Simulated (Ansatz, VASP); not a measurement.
This is a calculation of NaCl for VASP 6.6.1.

Contents of INCAR:

```
SYSTEM = NaCl
PREC = Accurate ; ENCUT = 520
EDIFF = 1E-6 ; ISMEAR = 0
SIGMA = 0.023 ; LREAL = .FALSE.
LASPH = .TRUE. ; NELM = 80
ALGO = Normal ; ISIF = 2
LWAVE = .FALSE. ; LCHARG = .TRUE.
GGA = PE ; LELF = .TRUE.
LVHAR = .TRUE. ; NBANDS = 14
```

File KPOINTS:

```
Automatic mesh
0
G
  8 8 8
  0 0 0
```

POSCAR

```
NaCl
1.0
    3.5021900000      0.0000000000      0.0000000000
    0.0000000000      3.5021900000      0.0000000000
    0.0000000000      0.0000000000      3.5021900000
Cl Na
1 1
Direct
    0.5000000000      0.5000000000      0.5000000000
    0.0000000000      0.0000000000      0.0000000000
```

Potentials or basis: VASP PAW PBE potentials, release 64 (Cl, Na_pv).

Run with:

```sh
$ cat potpaw_PBE.64/Cl/POTCAR potpaw_PBE.64/Na_pv/POTCAR > POTCAR
$ mpirun -np 1 vasp_std > vasp.out
```

Question: Translate it to Ansatz 0.2.0. Potentials there: all-electron LAPW, scalar-relativistic.

Answer: As run (the cutoff follows the program's own potentials):

File input.yaml:

```yaml
crystal:
  lattice:
    - [3.50219, 0.0, 0.0]
    - [0.0, 3.50219, 0.0]
    - [0.0, 0.0, 3.50219]
  atoms:
    - { symbol: Cl, position: [0.5, 0.5, 0.5] }
    - { symbol: Na, position: [0.0, 0.0, 0.0] }
kpoints:
  mp_grid: { grid: [8, 8, 8] }
scf:
  occupations: { method: gaussian, width: 0.023 }
hamiltonian:
  xc: pbe
  pseudopotentials: { kind: all_electron, lapw: { basis_error: 0.001 } }
output:
  forces: true
  stress: true
  eigenvalues: true
```

Potentials or basis: all-electron LAPW, scalar-relativistic.

Command:

```sh
$ ansatz run input.yaml --threads 1 --pin off --max-ram 3072MiB --backend cpu --events-out ev --progress --plain --runs-dir out
```

Both were run:

|  | VASP | Ansatz | Ansatz less VASP |
| --- | --- | --- | --- |
| gap on the k mesh at the Fermi level (eV) | 3.98 | 3.98 | 0.000 |
| least direct gap on the mesh (eV) | 4.47 | 4.47 | 0.000 |
| pressure (GPa) | 0.1 | 0.1 | +0.06 |

Ansatz ran all-electron here, and VASP with PAW potentials.
